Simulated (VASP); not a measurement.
# Ir (I4/mmm) in VASP: a series of runs

The runs below take Ir through single point, with PBE.

All numbers are computed with VASP 6.6.1; they aren't measurements. Logs are shortened: lines on timing, memory, paths and dates and some standing lists are left out, and cuts for length are marked.

## 1. The cell of the first run

The structure is tetragonal, space group I4/mmm (No. 139). Conventional cell: a = 2.585 Å, b = 2.585 Å, c = 4.267 Å, α = 90.00°, β = 90.00°, γ = 90.00°. Within 3.4 Å of Ir (site symmetry 4/mmm) lie 12 Ir at 2.59 to 2.81 Å.

## 2. Single point, PBE (14.26 Å³/atom)

INCAR reads:

```
ALGO = Fast
EDIFF = 1E-6
ENCUT = 520
GGA = PE
ISIF = 2
ISMEAR = 0
LASPH = T
LCHARG = F
LREAL = F
LWAVE = F
NBANDS = 10
NELM = 80
PREC = Accurate
SIGMA = 0.15
```

KPOINTS reads:

```
k-points
0
Gamma
  22 22 22
```

POSCAR reads:

```
Ir
1.0
    0.0000000000      1.8282118803      2.1335232643
    1.8282118803      0.0000000000      2.1335232643
    1.8282118803      1.8282118803      0.0000000000
Ir
1
Direct
    0.0000000000      0.0000000000      0.0000000000
```

Potentials or basis: VASP PAW PBE potentials, release 64 (Ir).

Command:

```sh
$ cat potpaw_PBE.64/Ir/POTCAR > POTCAR
$ mpirun -np 1 vasp_std > vasp.out
```

OUTCAR:

```text
EDIFF = 1E-6
   ENCUT = 520
   GGA = PE
   ISIF = 2
   ISMEAR = 0
   LASPH = T
   LREAL = F
   NELM = 80
   PREC = Accurate

 ion  position               nearest neighbor table
   1  0.000  0.000  0.000-

  LATTYP: Found a body centered tetragonal cell.
 ALAT       =     2.5854820360
 C/A-ratio  =     1.6503872273

  Lattice vectors:

 A1 = (  -1.8282118803,   0.0000000000,   2.1335232643)
 A2 = (   1.8282118803,   0.0000000000,   2.1335232643)
 A3 = (   0.0000000000,   1.8282118803,  -2.1335232643)

Analysis of symmetry for initial positions (statically):
=====================================================================
 Subroutine PRICEL returns:
 Original cell was already a primitive cell.

 Routine SETGRP: Setting up the symmetry group for a
 body centered tetragonal supercell.

 Subroutine GETGRP returns: Found 16 space group operations
 (whereof 16 operations were pure point group operations)
 out of a pool of 16 trial point group operations.

The static configuration has the point symmetry D_4h.

Analysis of symmetry for dynamics (positions and initial velocities):
=====================================================================
 Subroutine PRICEL returns:
 Original cell was already a primitive cell.

 Routine SETGRP: Setting up the symmetry group for a
 body centered tetragonal supercell.

 Subroutine GETGRP returns: Found 16 space group operations
 (whereof 16 operations were pure point group operations)
 out of a pool of 16 trial point group operations.

The dynamic configuration has the point symmetry D_4h.

 Subroutine INISYM returns: Found 16 space group operations
 (whereof 16 operations are pure point group operations),
 and found     1 'primitive' translations

----------------------------------------------------------------------------------------

                                     Primitive cell

  volume of cell :      14.2620

  direct lattice vectors                    reciprocal lattice vectors
     0.000000000  1.828211880  2.133523264    -0.273491276  0.273491276  0.234354135
     1.828211880  0.000000000  2.133523264     0.273491276 -0.273491276  0.234354135
     1.828211880  1.828211880  0.000000000     0.273491276  0.273491276 -0.234354135

  length of vectors
     2.809676173  2.809676173  2.585482036     0.452235356  0.452235356  0.452235356

  position of ions in fractional coordinates (direct lattice)
     0.000000000  0.000000000  0.000000000

  ion indices of the primitive-cell ions
   primitive index   ion index
                 1           1

----------------------------------------------------------------------------------------

 KPOINTS: k-points

Automatic generation of k-mesh.
 Grid dimensions read from file:
 generate k-points for:   22   22   22

 Generating k-lattice:

  Cartesian coordinates                     Fractional coordinates (reciprocal lattice)
    -0.012431422  0.012431422  0.010652461     0.045454545  0.000000000  0.000000000
     0.012431422 -0.012431422  0.010652461     0.000000000  0.045454545  0.000000000
     0.012431422  0.012431422 -0.010652461     0.000000000  0.000000000  0.045454545

  Length of vectors
     0.020556153  0.020556153  0.020556153

  Shift w.r.t. Gamma in fractional coordinates (k-lattice)
     0.000000000  0.000000000  0.000000000

 Subroutine IBZKPT returns following result:
 ===========================================

 Found    834 irreducible k-points:

 Following reciprocal coordinates:
            Coordinates               Weight
  0.000000  0.000000  0.000000      1.000000
  0.045455 -0.000000  0.000000      8.000000
  0.090909 -0.000000  0.000000      8.000000
  0.136364  0.000000  0.000000      8.000000
  0.181818  0.000000  0.000000      8.000000
  0.227273  0.000000  0.000000      8.000000
[... 16 lines left out ...]
  0.500000  0.045455  0.000000      8.000000
 -0.454545  0.045455  0.000000      8.000000
 [... further k-points ...]
   k-points           NKPTS =    834   k-points in BZ     NKDIM =    834   number of bands    NBANDS=     10
   number of dos      NEDOS =    301   number of ions     NIONS =      1
   total plane-waves  NPLWV =  11520
   dimension x,y,z NGX =    24 NGY =   24 NGZ =   20
   dimension x,y,z NGXF=    48 NGYF=   48 NGZF=   40
   ions per type =               1
   NGX,Y,Z   is equivalent  to a cutoff of  14.20, 14.20, 12.86 a.u.
   NGXF,Y,Z  is equivalent  to a cutoff of  28.40, 28.40, 25.72 a.u.
 SYSTEM =  unknown system
   PREC   = accura    normal or accurate (medium, high low for compatibility)
   ISTART =      0    job   : 0-new  1-cont  2-samecut
   ICHARG =      2    charge: 1-file 2-atom 10-const
   ISPIN  =      1    spin polarized calculation?
   LNONCOLLINEAR =      F non collinear calculations
   LSORBIT =      F    spin-orbit coupling
   LASPH  =      T    aspherical Exc in radial PAW
   ENCUT  =  520.0 eV  38.22 Ry    6.18 a.u.   5.22  5.22  4.81*2*pi/ulx,y,z
   NELM   =     80;   NELMIN=  2; NELMDL= -5     # of ELM steps
   EDIFF  = 0.1E-05   stopping-criterion for ELM
   LREAL  =      F    real-space projection
   EDIFFG = 0.1E-04   stopping-criterion for IOM
   NSW    =      0    number of steps for IOM
   IBRION =     -1    ionic relax: 0-MD 1-quasi-New 2-CG
   NFREE  =      0    steps in history (QN), initial steepest desc. (CG)
   ISIF   =      2    stress and relaxation
   ISYM   =      2    0-nonsym 1-usesym 2-fastsym
   POTIM  = 0.5000    time-step for ionic-motion
   TEBEG  =    0.0;   TEEND  =   0.0 temperature during run
   PSTRESS=    0.0 pullay stress
   NELECT =       9.0000    total number of electrons
   NUPDOWN=      -1.0000    fix difference up-down
   EMIN   =  10.00;   EMAX   =-10.00  energy-range for DOS
   EFERMI =   0.00;   METHOD = LEGACY
   ISMEAR =     0;   SIGMA  =   0.15  broadening in eV -4-tet -1-fermi 0-gaus
   EFERMI_NEDOS =   21; number of points for ismear=-14 and -15
   IALGO  =     68    algorithm
   IMIX   =      4    mixing-type and parameters
     AMIX     =   0.40;   BMIX     =  1.00
     AMIX_MAG =   1.60;   BMIX_MAG =  1.00
  volume/ion in A,a.u.               =      14.26        96.24
  Fermi-wavevector in a.u.,A,eV,Ry     =   1.404200  2.653553 26.827650  1.971777
  Thomas-Fermi vector in A             =   2.526785
   LORBIT       =      0    0 simple, 1 ext, 2 COOP (PROOUT), +10 PAW based schemes
   GGA     = PE    functional components
   LHFCALC =     F    Hartree Fock is set to
   AEXX    =    0.0000 exact exchange contribution
   IVDW    =     0    specifies the selected vdW correction
   LEPSILON=     F    determine dielectric tensor
   LRPA    =     F    only Hartree local field effects (RPA)
 non-spin polarized calculation
 RMM-DIIS sequential band-by-band and
 Gauss-broadening in eV      SIGMA  =   0.15
  energy-cutoff  :      520.00
  volume of cell :       14.26
 maximum number of plane-waves:       396
 NGX is ok and might be reduce to    24
   NGX = 11   NGY = 11   NGZ =  9

 number of electron       9.0000000 magnetization

 Free energy of the ion-electron system (eV)
  ---------------------------------------------------
  ext. energy  EPLUGINS =         0.00000000
  ---------------------------------------------------
  free energy    TOTEN  =        -8.58652793 eV

  energy without entropy =       -8.57439502  energy(sigma->0) =       -8.58046148

 E-fermi :  10.2383     XC(G=0): -13.9292

 val. band max:       10.2372643716   @ k =   0.2273   0.1364   0.0909
 cond. band min:      10.2392468187   @ k =  -0.3636   0.0000   0.0909
 fundamental gap:      0.0019824471
 Fermi energy:        10.2383280113

 k-point     1 :       0.0000    0.0000    0.0000
  band No.  band energies     occupation
      1      -0.7530      2.00000
      2       5.1130      2.00000
      3       7.3261      2.00000
      4       7.3261      2.00000
      5       7.5448      2.00000
      6      10.3741      0.20066
      7      25.0205      0.00000
      8      27.3445      0.00000
      9      31.7613      0.00000
     10      31.7613      0.00000

 k-point     2 :       0.0455   -0.0000    0.0000
  band No.  band energies     occupation
      1      -0.6603      2.00000
      2       5.1473      2.00000
      3       7.2677      2.00000
      4       7.3640      2.00000
      5       7.5533      2.00000
      6      10.3228      0.42578
      7      25.1755      0.00000
      8      27.4191      0.00000
      9      31.1977      0.00000
     10      31.9237      0.00000

 k-point     3 :       0.0909   -0.0000    0.0000
  band No.  band energies     occupation
      1      -0.3888      2.00000
      2       5.2407      2.00000
      3       7.0797      2.00000
      4       7.4726      2.00000
      5       7.6203      2.00000
      6      10.1807      1.41287
      7      25.6027      0.00000
      8      27.5310      0.00000
      9      30.2567      0.00000
     10      32.3965      0.00000

 k-point     4 :       0.1364    0.0000    0.0000
  band No.  band energies     occupation
      1       0.0410      2.00000
      2       5.3691      2.00000
      3       6.7952      2.00000
      4       7.6338      2.00000
      5       7.7897      2.00000
      6       9.9829      1.98395
      7      26.1696      0.00000
      8      27.2336      0.00000
      9      29.9126      0.00000
     10      33.1355      0.00000
[... 222 lines left out ...]
 k-point    22 :       0.4545    0.0455    0.0000
  band No.  band energies     occupation
      1       2.3681      2.00000
      2       5.3532      2.00000
      3       7.5227      2.00000
      4       8.7773      2.00000
      5      10.7148      0.00001
      6      11.2955      0.00000
      7      18.5111      0.00000
      8      23.8588      0.00000
      9      30.1785      0.00000
     10      31.6328      0.00000

 k-point    23 :       0.5000    0.0455    0.0000
  band No.  band energies     occupation
      1       2.3672      2.00000
      2       5.3410      2.00000
      3       7.4430      2.00000
      4       9.2540      2.00000
      5      10.7563      0.00000
      6      11.7517      0.00000
      7      17.7634      0.00000
      8      23.6295      0.00000
      9      29.5302      0.00000
     10      31.5181      0.00000

 k-point    24 :      -0.4545    0.0455    0.0000
  band No.  band energies     occupation
      1       2.3734      2.00000
      2       5.3702      2.00000
      3       7.4275      2.00000
      4       9.0915      2.00000
      5      10.6681      0.00005
      6      11.9603      0.00000
      7      17.8240      0.00000
      8      23.6585      0.00000
      9      29.3645      0.00000
     10      31.7563      0.00000

 [... further k-points ...]
[... 5 lines left out ...]
  --------------------------------------------------------------------------------------
  -------------------------------------------------------------------------------------
  Total        2.7648567      2.7648567     -2.0992021      0.0000000     -0.0000000     -0.0000000
  in kB      310.6009431    310.6009431   -235.8220482      0.0000000     -0.0000000     -0.0000000
  external PRESSURE =     128.4599460 kB  Pullay stress =       0.0000000 kB

 VOLUME and BASIS-vectors are now :
 -----------------------------------------------------------------------------
  energy-cutoff  :      520.00
  volume of cell :       14.26
      direct lattice vectors                 reciprocal lattice vectors
     0.000000000  1.828211880  2.133523264    -0.273491276  0.273491276  0.234354135
     1.828211880  0.000000000  2.133523264     0.273491276 -0.273491276  0.234354135
     1.828211880  1.828211880  0.000000000     0.273491276  0.273491276 -0.234354135

 POSITION                                       TOTAL-FORCE (eV/Angst)
 -----------------------------------------------------------------------------------
      0.00000      0.00000      0.00000         0.000000     -0.000000      0.000000
 -----------------------------------------------------------------------------------
    total drift:                                0.000000      0.000000     -0.000000

  FREE ENERGIE OF THE ION-ELECTRON SYSTEM (eV)
  ---------------------------------------------------
  free  energy   TOTEN  =        -8.5865279309 eV

  energy  without entropy=       -8.5743950236  energy(sigma->0) =       -8.58046148
```

It took 85 s on 1 thread of Intel Xeon Platinum 8259CL at 2.50GHz (Skylake/Cascade Lake), shared host; peak memory 0.25 GiB.

Results:

```yaml
Free_energy: -8.5865 eV
Pressure: 12.8 GPa
Band_gap_on_the_k_mesh: zero (an odd number of electrons rules out a gap without spin polarisation)
```

Caveat: the cell stands under pressure; spin-orbit coupling is left out, which moves the levels of the heavy elements.

## 3. Single point, PBE (14.26 Å³/atom)

INCAR reads:

```
SYSTEM = Ir
ALGO = Normal
EDIFF = 1E-7
ENCUT = 520
GGA = PE
ISIF = 2
ISMEAR = 0
LASPH = .True.
LCHARG = .False.
LREAL = .False.
LWAVE = .False.
NBANDS = 10
NELM = 80
PREC = Accurate
SIGMA = 0.15
```

KPOINTS reads:

```
k-points
0
Gamma
  22 22 22
  0 0 0
```

POSCAR reads:

```
Ir
1.0
    0.0000000000      2.0615464724      1.6778926739
    2.0615464724      0.0000000000      1.6778926739
    2.0615464724      2.0615464724      0.0000000000
Ir
1
Direct
    0.0000000000      0.0000000000      0.0000000000
```

Potentials or basis: VASP PAW PBE potentials, release 64 (Ir).

Command:

```sh
$ cat potpaw_PBE.64/Ir/POTCAR > POTCAR
$ mpirun -np 1 vasp_std > vasp.out
```

OUTCAR:

```text
SYSTEM = Ir
   EDIFF = 1E-7
   ENCUT = 520
   GGA = PE
   ISIF = 2
   ISMEAR = 0
   LASPH = .True.
   LREAL = .False.
   NELM = 80
   PREC = Accurate

 ion  position               nearest neighbor table
   1  0.000  0.000  0.000-

  LATTYP: Found a body centered tetragonal cell.
 ALAT       =     2.9154669807
 C/A-ratio  =     1.1510284184

  Lattice vectors:

 A1 = (   0.0000000000,  -2.0615464724,  -1.6778926739)
 A2 = (   0.0000000000,   2.0615464724,  -1.6778926739)
 A3 = (   2.0615464724,   0.0000000000,   1.6778926739)

Analysis of symmetry for initial positions (statically):
=====================================================================
 Subroutine PRICEL returns:
 Original cell was already a primitive cell.

 Routine SETGRP: Setting up the symmetry group for a
 body centered tetragonal supercell.

 Subroutine GETGRP returns: Found 16 space group operations
 (whereof 16 operations were pure point group operations)
 out of a pool of 16 trial point group operations.

The static configuration has the point symmetry D_4h.
[... 155 lines left out ...]
  free energy    TOTEN  =        -8.47114287 eV

  energy without entropy =       -8.45615458  energy(sigma->0) =       -8.46364873

 E-fermi :  10.1274     XC(G=0): -13.9294

 val. band max:       10.1235224204   @ k =   0.4091   0.0909   0.0455
 cond. band min:      10.1290414589   @ k =   0.3182   0.0000   0.1818
 fundamental gap:      0.0055190385
 Fermi energy:        10.1274053240

 k-point     1 :       0.0000    0.0000    0.0000
  band No.  band energies     occupation
      1      -0.7589      2.00000
      2       6.0442      2.00000
      3       6.0442      2.00000
      4       7.3499      2.00000
      5       8.2128      2.00000
      6      10.0581      1.48628
      7      25.3975      0.00000
      8      28.1150      0.00000
      9      28.1150      0.00000
     10      35.5831      0.00000
[... 287 lines left out ...]
 k-point    24 :      -0.4545    0.0455    0.0000
  band No.  band energies     occupation
      1       2.3762      2.00000
      2       5.1655      2.00000
      3       7.7635      2.00000
      4       9.0855      2.00000
      5      10.8568      0.00000
      6      11.7776      0.00000
      7      18.1223      0.00000
      8      23.9031      0.00000
      9      28.5138      0.00000
     10      32.6192      0.00000

 [... further k-points ...]
[... 5 lines left out ...]
  --------------------------------------------------------------------------------------
  -------------------------------------------------------------------------------------
  Total       -0.2454596     -0.2454596      4.1957508      0.0000000     -0.0000000     -0.0000000
  in kB      -27.5746628    -27.5746628    471.3460107      0.0000000     -0.0000000     -0.0000000
  external PRESSURE =     138.7322283 kB  Pullay stress =       0.0000000 kB

 VOLUME and BASIS-vectors are now :
 -----------------------------------------------------------------------------
  energy-cutoff  :      520.00
  volume of cell :       14.26
      direct lattice vectors                 reciprocal lattice vectors
     0.000000000  2.061546472  1.677892674    -0.242536371  0.242536371  0.297992838
     2.061546472  0.000000000  1.677892674     0.242536371 -0.242536371  0.297992838
     2.061546472  2.061546472  0.000000000     0.242536371  0.242536371 -0.297992838

 POSITION                                       TOTAL-FORCE (eV/Angst)
 -----------------------------------------------------------------------------------
      0.00000      0.00000      0.00000         0.000000     -0.000000      0.000000
 -----------------------------------------------------------------------------------
    total drift:                                0.000000     -0.000000     -0.000000

  FREE ENERGIE OF THE ION-ELECTRON SYSTEM (eV)
  ---------------------------------------------------
  free  energy   TOTEN  =        -8.4711428729 eV

  energy  without entropy=       -8.4561545771  energy(sigma->0) =       -8.46364873
```

It took 67 s on 1 thread of Intel Xeon Platinum 8259CL at 2.50GHz (Skylake/Cascade Lake), shared host; peak memory 0.24 GiB.

Results:

```yaml
Free_energy: -8.4711 eV
Pressure: 13.9 GPa
Band_gap_on_the_k_mesh: zero (an odd number of electrons rules out a gap without spin polarisation)
```

Caveat: the cell stands under pressure; spin-orbit coupling is left out, which moves the levels of the heavy elements.

[end of part 1 of 2]
